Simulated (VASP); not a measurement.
Here is a VASP 6.6.1 calculation.

Contents of INCAR:

```
SYSTEM = Mo
PREC     = Accurate       ! precision mode
ENCUT    = 520            ! plane-wave cutoff, eV
EDIFF    = 1E-6           ! SCF threshold, eV
ISMEAR   = 0              ! smearing method
SIGMA    = 0.1            ! smearing width, eV
LREAL    = .FALSE.        ! projectors in reciprocal space
LASPH    = .TRUE.         ! aspherical terms in the spheres
NELM     = 100            ! most SCF steps
ALGO     = Fast           ! electronic algorithm
ISIF     = 2              ! what is computed and relaxed
LWAVE    = .FALSE.        ! write WAVECAR
LCHARG   = .TRUE.         ! write CHGCAR
GGA      = PE             ! functional
LELF     = .TRUE.         ! ELF
LVHAR    = .TRUE.       
NBANDS   = 21             ! bands
```

The input KPOINTS:

```
Automatic mesh
0
G
  12 12 4
  0 0 0
```

The input POSCAR:

```
Mo
1.0
    2.7481324007      0.0000000000      0.0000000000
   -1.3740662004      2.3799524720      0.0000000000
    0.0000000000      0.0000000000      4.9262818377
Mo
2
Direct
    0.3333333333      0.6666666667      0.2500000000
    0.6666666667      0.3333333333      0.7500000000
```

Potentials or basis: VASP PAW PBE potentials, release 64 (Mo_sv).

Run with:

```bash
$ cat potpaw_PBE.64/Mo_sv/POTCAR > POTCAR
$ mpirun -np 1 vasp_std > vasp.out
```

Q: What does it give for the band gap on the k mesh?

A: Zero (band 14 reaches 13.12 eV, above the bottom of band 15 at 11.22 eV).

Q: Predict the pressure.

A: 0.5 GPa.
